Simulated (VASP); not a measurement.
Write the native input for VASP 6.6.1 that does the following.

```yaml
Task: single point
Functional: PBEsol
Potentials_or_basis: VASP PAW PBE potentials, release 64 (Hf_pv, S)
Cutoff: 520 eV
k_mesh: 9 × 9 × 3
Occupations: fermi-dirac, width 0.05 eV
Spin: no spin polarisation
Dipole_correction: no
Further_INCAR_settings: ALGO = Normal; EDIFF = 1e-07; NBANDS = 35
```

The structure of Hf2S lies in POSCAR:

```
Hf2S
1.0
    3.3413803243      0.0000000000      0.0000000000
   -1.6706901621      2.8937202445      0.0000000000
    0.0000000000      0.0000000000     11.6923323696
Hf S
4 2
Direct
    0.3333333333      0.6666666667      0.1009294921
    0.6666666667      0.3333333333      0.6009294921
    0.3333333333      0.6666666667      0.3990705079
    0.6666666667      0.3333333333      0.8990705079
    0.0000000000      0.0000000000      0.2500000000
    0.0000000000      0.0000000000      0.7500000000
```

The input as run:

INCAR

```
SYSTEM = Hf2S
ALGO = Normal ; EDIFF = 1E-7
ENCUT = 520 ; GGA = PS
ISIF = 2 ; ISMEAR = -1
LASPH = .True. ; LCHARG = .False.
LREAL = .False. ; LWAVE = .False.
NBANDS = 35 ; NELM = 60
PREC = Accurate ; SIGMA = 0.05
```

KPOINTS

```
k-points
0
Gamma
  9 9 3
  0 0 0
```

Potentials or basis: VASP PAW PBE potentials, release 64 (Hf_pv, S).

Launch:

```bash
$ cat potpaw_PBE.64/Hf_pv/POTCAR potpaw_PBE.64/S/POTCAR > POTCAR
$ mpirun -np 1 vasp_std > vasp.out
```

It gave:

| Quantity | Value |
| --- | --- |
| Pressure | -0.4 GPa |
| Largest force | 0.006 eV/Å |
| Band gap on the k mesh | zero (band 26 reaches 6.94 eV, above the bottom of band 27 at 6.02 eV) |

Caveat: the PAW data sets were made with another functional, which shifts forces and pressure a little; spin-orbit coupling is left out, which moves the levels of the heavy elements.

It took 71 s on 1 thread of Intel(R) Xeon(R) 6975P-C (Granite Rapids), with other jobs on the host, peak memory 0.28 GiB.
